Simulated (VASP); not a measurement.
Here is a VASP 6.6.1 calculation.

File INCAR:

```
PREC     = Accurate       # precision mode
ENCUT    = 520            # plane-wave cutoff, eV
EDIFF    = 1E-7           # SCF threshold, eV
ISMEAR   = -1             # smearing method
SIGMA    = 0.1            # smearing width, eV
LREAL    = F              # projectors in reciprocal space
LASPH    = T              # aspherical terms in the spheres
NELM     = 60             # most SCF steps
ALGO     = Normal         # electronic algorithm
ISIF     = 2              # what is computed and relaxed
LWAVE    = F              # write WAVECAR
LCHARG   = T              # write CHGCAR
LELF     = T              # ELF
LVHAR    = T            
NBANDS   = 8              # bands
```

The input KPOINTS:

```
Automatic mesh
0
Gamma
  15 15 15
```

Contents of POSCAR:

```
Al
1.0
   -1.6230433800      1.5912190000      1.5912190000
    1.5912190000     -1.6230433800      1.5912190000
    1.5912190000      1.5912190000     -1.6230433800
Al
1
Direct
    0.0000000000      0.0000000000      0.0000000000
```

Potentials or basis: VASP PAW LDA potentials, release 64 (Al).

Launch:

```bash
$ cat potpaw_LDA.64/Al/POTCAR > POTCAR
$ mpirun -np 1 vasp_std > vasp.out
```

What does it give for the pressure?

0.6 GPa.

Stress tensor (GPa, compression positive):
```
0.62 0.88 0.88
0.88 0.62 0.88
0.88 0.88 0.62
```
